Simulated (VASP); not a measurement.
# BN (P6_3mc) in VASP: further runs

The runs below take BN through single point, with r2SCAN, HSE06.

Everything below comes from runs of VASP 6.6.1. Logs are shortened: lines on timing, memory, paths and dates and some standing lists are left out, and cuts for length are marked.

### 1 The cell of the first run

The structure is hexagonal, space group P6_3mc (No. 186). The conventional cell has a = 2.544 Å, b = 2.544 Å, c = 4.250 Å, α = 90.00°, β = 90.00°, γ = 120.00°. B (site symmetry 3m) has 4 N at 1.56 to 1.59 Å within 2.1 Å. N (site symmetry 3m) has 4 B at 1.56 to 1.59 Å within 2.1 Å.

### 2 Single point, r2SCAN (uniaxial z strain +1.0%)

Contents of POSCAR:

```
BN
1.0
    2.5439499996      0.0000000000      0.0000000000
   -1.2719749998      2.2031253256      0.0000000000
    0.0000000000      0.0000000000      4.2498934949
B N
2 2
Direct
    0.3333333333      0.6666666667      0.0000908974
    0.6666666667      0.3333333333      0.5000908974
    0.3333333333      0.6666666667      0.3749091026
    0.6666666667      0.3333333333      0.8749091026
```

Contents of INCAR.step1:

```
PREC = Accurate
ENCUT = 520
ISMEAR = 0
SIGMA = 0.01
LREAL = F
LASPH = T
NELM = 100
NBANDS = 16
GGA = PE
ALGO = Normal
EDIFF = 1E-4
LWAVE = T
LCHARG = F
```

Contents of INCAR.step2:

```
PREC = Accurate
ENCUT = 520
EDIFF = 1E-7
ISMEAR = 0
SIGMA = 0.01
LREAL = F
LASPH = T
NELM = 100
ALGO = Normal
ISIF = 2
LWAVE = F
LCHARG = F
METAGGA = R2SCAN
LMIXTAU = T
NBANDS = 16
ISTART = 1
```

Contents of KPOINTS:

```
Automatic mesh
0
Gamma
  12 12 6
```

Potentials or basis: VASP PAW PBE potentials, release 64 (B, N).

Launch:

```sh
> cat potpaw_PBE.64/B/POTCAR potpaw_PBE.64/N/POTCAR > POTCAR
> cp INCAR.step1 INCAR
> mpirun -np 1 vasp_std > vasp.out
> cp INCAR.step2 INCAR
> mpirun -np 1 vasp_std > vasp.out
```

OUTCAR:

```text
PREC = Accurate
   ENCUT = 520
   EDIFF = 1E-7
   ISMEAR = 0
   LREAL = F
   LASPH = T
   NELM = 100
   ISIF = 2
   METAGGA = R2SCAN
   ISTART = 1

 ion  position               nearest neighbor table
   1  0.333  0.667  0.000-   4 1.56   4 1.56   4 1.56   3 1.59
   2  0.667  0.333  0.500-   3 1.56   3 1.56   3 1.56   4 1.59
   3  0.333  0.667  0.375-   2 1.56   2 1.56   2 1.56   1 1.59
   4  0.667  0.333  0.875-   1 1.56   1 1.56   1 1.56   2 1.59

  LATTYP: Found a hexagonal cell.
 ALAT       =     2.5439499996
 C/A-ratio  =     1.6705884532

  Lattice vectors:

 A1 = (   2.5439499996,   0.0000000000,   0.0000000000)
 A2 = (  -1.2719749998,   2.2031253256,   0.0000000000)
 A3 = (   0.0000000000,   0.0000000000,   4.2498934949)

Analysis of symmetry for initial positions (statically):
=====================================================================
 Subroutine PRICEL returns:
 Original cell was already a primitive cell.

 Routine SETGRP: Setting up the symmetry group for a
 hexagonal supercell.

 Subroutine GETGRP returns: Found 12 space group operations
 (whereof  6 operations were pure point group operations)
 out of a pool of 24 trial point group operations.

The static configuration has the point symmetry C_3v.
 The point group associated with its full space group is C_6v.

Analysis of symmetry for dynamics (positions and initial velocities):
=====================================================================
 Subroutine PRICEL returns:
 Original cell was already a primitive cell.

 Routine SETGRP: Setting up the symmetry group for a
 hexagonal supercell.

 Subroutine GETGRP returns: Found 12 space group operations
 (whereof  6 operations were pure point group operations)
 out of a pool of 24 trial point group operations.

The dynamic configuration has the point symmetry C_3v.
 The point group associated with its full space group is C_6v.

 Subroutine INISYM returns: Found 12 space group operations
 (whereof  6 operations are pure point group operations),
 and found     1 'primitive' translations

----------------------------------------------------------------------------------------

                                     Primitive cell

  volume of cell :      23.8191

  direct lattice vectors                    reciprocal lattice vectors
     2.543950000  0.000000000  0.000000000     0.393089487  0.226950321  0.000000000
    -1.271975000  2.203125326  0.000000000     0.000000000  0.453900642  0.000000000
     0.000000000  0.000000000  4.249893495     0.000000000  0.000000000  0.235300014

  length of vectors
     2.543950000  2.543950000  4.249893495     0.453900642  0.453900642  0.235300014

  position of ions in fractional coordinates (direct lattice)
     0.333333333  0.666666667  0.000090897
     0.666666667  0.333333333  0.500090897
     0.333333333  0.666666667  0.374909103
     0.666666667  0.333333333  0.874909103

  ion indices of the primitive-cell ions
   primitive index   ion index
                 1           1
                 2           2
                 3           3
                 4           4

----------------------------------------------------------------------------------------

 KPOINTS: Automatic mesh

Automatic generation of k-mesh.
 Grid dimensions read from file:
 generate k-points for:   12   12    6

 Generating k-lattice:

  Cartesian coordinates                     Fractional coordinates (reciprocal lattice)
     0.032757457  0.018912527  0.000000000     0.083333333 -0.000000000  0.000000000
     0.000000000  0.037825054  0.000000000     0.000000000  0.083333333  0.000000000
     0.000000000  0.000000000  0.039216669     0.000000000  0.000000000  0.166666667

  Length of vectors
     0.037825054  0.037825054  0.039216669

  Shift w.r.t. Gamma in fractional coordinates (k-lattice)
     0.000000000  0.000000000  0.000000000

 Subroutine IBZKPT returns following result:
 ===========================================

 Found     76 irreducible k-points:

 Following reciprocal coordinates:
            Coordinates               Weight
  0.000000  0.000000  0.000000      1.000000
  0.083333  0.000000  0.000000      6.000000
  0.166667  0.000000  0.000000      6.000000
  0.250000  0.000000  0.000000      6.000000
  0.333333  0.000000  0.000000      6.000000
  0.416667  0.000000  0.000000      6.000000
[... 16 lines left out ...]
  0.250000  0.000000  0.166667     12.000000
  0.333333  0.000000  0.166667     12.000000
 [... further k-points ...]
   k-points           NKPTS =     76   k-points in BZ     NKDIM =     76   number of bands    NBANDS=     16
   number of dos      NEDOS =    301   number of ions     NIONS =      4
   total plane-waves  NPLWV =  12800
   dimension x,y,z NGX =    20 NGY =   20 NGZ =   32
   dimension x,y,z NGXF=    40 NGYF=   40 NGZF=   64
   ions per type =               2   2
   NGX,Y,Z   is equivalent  to a cutoff of  13.07, 13.07, 12.52 a.u.
   NGXF,Y,Z  is equivalent  to a cutoff of  26.14, 26.14, 25.04 a.u.
 SYSTEM =  unknown system
   PREC   = accura    normal or accurate (medium, high low for compatibility)
   ISTART =      1    job   : 0-new  1-cont  2-samecut
   ICHARG =      0    charge: 1-file 2-atom 10-const
   ISPIN  =      1    spin polarized calculation?
   LNONCOLLINEAR =      F non collinear calculations
   LSORBIT =      F    spin-orbit coupling
   LASPH  =      T    aspherical Exc in radial PAW
   ENCUT  =  520.0 eV  38.22 Ry    6.18 a.u.   4.73  4.73  7.90*2*pi/ulx,y,z
   NELM   =    100;   NELMIN=  2; NELMDL=  0     # of ELM steps
   EDIFF  = 0.1E-06   stopping-criterion for ELM
   LREAL  =      F    real-space projection
   EDIFFG = 0.1E-05   stopping-criterion for IOM
   NSW    =      0    number of steps for IOM
   IBRION =     -1    ionic relax: 0-MD 1-quasi-New 2-CG
   NFREE  =      0    steps in history (QN), initial steepest desc. (CG)
   ISIF   =      2    stress and relaxation
   ISYM   =      2    0-nonsym 1-usesym 2-fastsym
   POTIM  = 0.5000    time-step for ionic-motion
   TEBEG  =    0.0;   TEEND  =   0.0 temperature during run
   PSTRESS=    0.0 pullay stress
   NELECT =      16.0000    total number of electrons
   NUPDOWN=      -1.0000    fix difference up-down
   EMIN   =  10.00;   EMAX   =-10.00  energy-range for DOS
   EFERMI =   0.00;   METHOD = LEGACY
   ISMEAR =     0;   SIGMA  =   0.01  broadening in eV -4-tet -1-fermi 0-gaus
   EFERMI_NEDOS =   21; number of points for ismear=-14 and -15
   IALGO  =     38    algorithm
   IMIX   =      4    mixing-type and parameters
     AMIX     =   0.40;   BMIX     =  1.00
     AMIX_MAG =   1.60;   BMIX_MAG =  1.00
  volume/ion in A,a.u.               =       5.95        40.18
  Fermi-wavevector in a.u.,A,eV,Ry     =   1.433748  2.709391 27.968597  2.055634
  Thomas-Fermi vector in A             =   2.553232
   LORBIT       =      0    0 simple, 1 ext, 2 COOP (PROOUT), +10 PAW based schemes
   METAGGA = R2SCAN    functional components
   LHFCALC =     F    Hartree Fock is set to
   AEXX    =    0.0000 exact exchange contribution
   IVDW    =     0    specifies the selected vdW correction
   LEPSILON=     F    determine dielectric tensor
   LRPA    =     F    only Hartree local field effects (RPA)
 non-spin polarized calculation
 Gauss-broadening in eV      SIGMA  =   0.01
  energy-cutoff  :      520.00
  volume of cell :       23.82
 maximum number of plane-waves:       652
 NGX is ok and might be reduce to    20
   NGX =  9   NGY =  9   NGZ = 15

 number of electron      16.0000000 magnetization

 Free energy of the ion-electron system (eV)
  ---------------------------------------------------
  ext. energy  EPLUGINS =         0.00000000
  ---------------------------------------------------
  free energy    TOTEN  =       -38.26073716 eV

  energy without entropy =      -38.26073716  energy(sigma->0) =      -38.26073716

 E-fermi :   7.4704     XC(G=0): -13.5934

 val. band max:        7.3062393794   @ k =   0.0000   0.0000   0.0000
 cond. band min:      13.0170013490   @ k =   0.3333   0.3333   0.0000
 fundamental gap:      5.7107619697
 Fermi energy:         7.4703858147

 k-point     1 :       0.0000    0.0000    0.0000
  band No.  band energies     occupation
      1     -14.0735      2.00000
      2      -9.9705      2.00000
      3      -3.9479      2.00000
      4       5.1954      2.00000
      5       5.1954      2.00000
      6       7.0165      2.00000
[... 8 lines left out ...]
     15      20.0030      0.00000
     16      24.4863      0.00000

 k-point     2 :       0.0833    0.0000    0.0000
  band No.  band energies     occupation
      1     -13.9168      2.00000
      2      -9.8497      2.00000
      3      -3.7917      2.00000
      4       4.4700      2.00000
      5       4.9023      2.00000
      6       6.7008      2.00000
[... 8 lines left out ...]
     15      20.4728      0.00000
     16      24.2273      0.00000

 k-point     3 :       0.1667    0.0000    0.0000
  band No.  band energies     occupation
      1     -13.4522      2.00000
      2      -9.5037      2.00000
      3      -3.3292      2.00000
      4       2.7280      2.00000
      5       4.2135      2.00000
      6       5.2026      2.00000
[... 8 lines left out ...]
     15      21.6977      0.00000
     16      23.4981      0.00000

 k-point     4 :       0.2500    0.0000    0.0000
  band No.  band energies     occupation
      1     -12.6992      2.00000
      2      -8.9967      2.00000
      3      -2.5830      2.00000
      4       0.6673      2.00000
      5       3.3356      2.00000
      6       3.4406      2.00000
[... 8 lines left out ...]
     15      23.2856      0.00000
     16      23.6902      0.00000
[... 324 lines left out ...]
 k-point    22 :       0.1667    0.0000    0.1667
  band No.  band energies     occupation
      1     -13.2872      2.00000
      2     -10.0015      2.00000
      3      -2.5563      2.00000
      4       2.8740      2.00000
      5       4.3457      2.00000
      6       4.7644      2.00000
[... 8 lines left out ...]
     15      21.3737      0.00000
     16      23.4753      0.00000

 k-point    23 :       0.2500    0.0000    0.1667
  band No.  band energies     occupation
      1     -12.5395      2.00000
      2      -9.4395      2.00000
      3      -1.9537      2.00000
      4       0.8879      2.00000
      5       2.9109      2.00000
      6       3.5804      2.00000
[... 8 lines left out ...]
     15      22.9352      0.00000
     16      23.7498      0.00000

 k-point    24 :       0.3333    0.0000    0.1667
  band No.  band energies     occupation
      1     -11.5558      2.00000
      2      -8.8349      2.00000
      3      -1.7782      2.00000
      4      -0.3186      2.00000
      5       1.0473      2.00000
      6       2.9337      2.00000
[... 8 lines left out ...]
     15      24.4154      0.00000
     16      24.6258      0.00000

 [... further k-points ...]

------------------------ aborting loop because EDIFF is reached ----------------------------------------

  FORCE on cell =-STRESS in cart. coord.  units (eV):
  Direction    XX          YY          ZZ          XY          YZ          ZX
  --------------------------------------------------------------------------------------
  -------------------------------------------------------------------------------------
  Total        0.0804926      0.0804926     -1.3701152      0.0000000      0.0000000     -0.0000000
  in kB        5.4142781      5.4142781    -92.1598695      0.0000000      0.0000000     -0.0000000
  external PRESSURE =     -27.1104378 kB  Pullay stress =       0.0000000 kB

 VOLUME and BASIS-vectors are now :
 -----------------------------------------------------------------------------
  energy-cutoff  :      520.00
  volume of cell :       23.82
      direct lattice vectors                 reciprocal lattice vectors
     2.543950000  0.000000000  0.000000000     0.393089487  0.226950321  0.000000000
    -1.271975000  2.203125326  0.000000000     0.000000000  0.453900642  0.000000000
     0.000000000  0.000000000  4.249893495     0.000000000  0.000000000  0.235300014

 POSITION                                       TOTAL-FORCE (eV/Angst)
 -----------------------------------------------------------------------------------
     -0.00000      1.46875      0.00039        -0.000000     -0.000000      0.005820
      1.27197      0.73438      2.12533         0.000000     -0.000000      0.005820
     -0.00000      1.46875      1.59332         0.000000      0.000000     -0.005820
      1.27197      0.73438      3.71827        -0.000000      0.000000     -0.005820
 -----------------------------------------------------------------------------------
    total drift:                               -0.000000      0.000000     -0.002183

  FREE ENERGIE OF THE ION-ELECTRON SYSTEM (eV)
  ---------------------------------------------------
  free  energy   TOTEN  =       -38.2607371554 eV

  energy  without entropy=      -38.2607371554  energy(sigma->0) =      -38.26073716
```

Wall time 2.5 min (1 thread of Intel Xeon 8259CL, shared host); peak memory 0.15 GiB.

What came out:

- Free energy: -38.2607 eV
- Pressure: -2.7 GPa
- Largest force: 0.006 eV/Å
- Band gap on the k mesh: 5.71 eV (least direct gap 8.91 eV)

Forces on the atoms (eV/Å):
```
B    0.000  0.000  0.006
B    0.000  0.000  0.006
N    0.000  0.000 -0.006
N    0.000  0.000 -0.006
```

Stress tensor (GPa, compression positive):
```
 0.54  0.00  0.00
 0.00  0.54  0.00
 0.00  0.00 -9.22
```

Levels at points of the mesh, in eV from the valence-band top:
| k point | band 5 | band 6 | band 7 | band 8 | band 9 | band 10 | band 11 | band 12 |
| --- | --- | --- | --- | --- | --- | --- | --- | --- |
| (0.00, 0.00, 0.00) | -2.11 | -0.29 | 0.00 | 0.00 | 8.91 | 9.13 | 9.13 | 10.30 |
| (0.50, 0.00, 0.00) | -7.12 | -5.09 | -4.45 | -2.22 | 7.36 | 8.51 | 11.41 | 12.15 |
| (0.00, 0.00, 0.50) | -1.16 | -1.16 | -1.16 | -1.16 | 10.29 | 10.29 | 10.70 | 10.70 |
| (0.50, 0.00, 0.50) | -3.86 | -3.86 | -3.73 | -3.73 | 7.12 | 7.12 | 10.60 | 10.60 |

Caveat: the cell differs from its parent crystal (uniaxial z strain +1.0%); the PAW data sets were made with another functional, which shifts forces and pressure a little. A k mesh can miss the band edges.

(Part 1 of 2 ends here.)
